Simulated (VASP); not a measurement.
Crystal: In3Cu.

```xyz
4
Lattice="4.4828 0.0000 0.0000 0.0000 4.4828 0.0000 0.0000 0.0000 4.4828" Properties=species:S:1:pos:R:3 pbc="T T T"
In    0.0000    2.2414    2.2414
In    2.2414    0.0000    2.2414
In    2.2414    2.2414    0.0000
Cu    0.0000    0.0000    0.0000
```

Base run:

- Program: VASP 6.6.1
- Functional: RPBE
- Potentials or basis: VASP PAW PBE potentials, release 64 (In_d, Cu)
- Cutoff: 600 eV
- k mesh: 5 × 5 × 5
- Occupations: gaussian, width 0.2 eV
- Spin: no spin polarisation

Its results: band gap on the k mesh zero (bands 25 and 26 overlap by 2.86 eV); pressure 2.9 GPa.

Problem. The run is repeated on the same cell with these changes: functional from RPBE to revPBE. What comes out?

Solution. Band gap on the k mesh zero (bands 25 and 26 overlap by 2.86 eV); pressure 2.4 GPa.

Caveats: the PAW data sets were made with another functional, which shifts forces and pressure a little; spin-orbit coupling is left out, which moves the levels of the heavy elements.
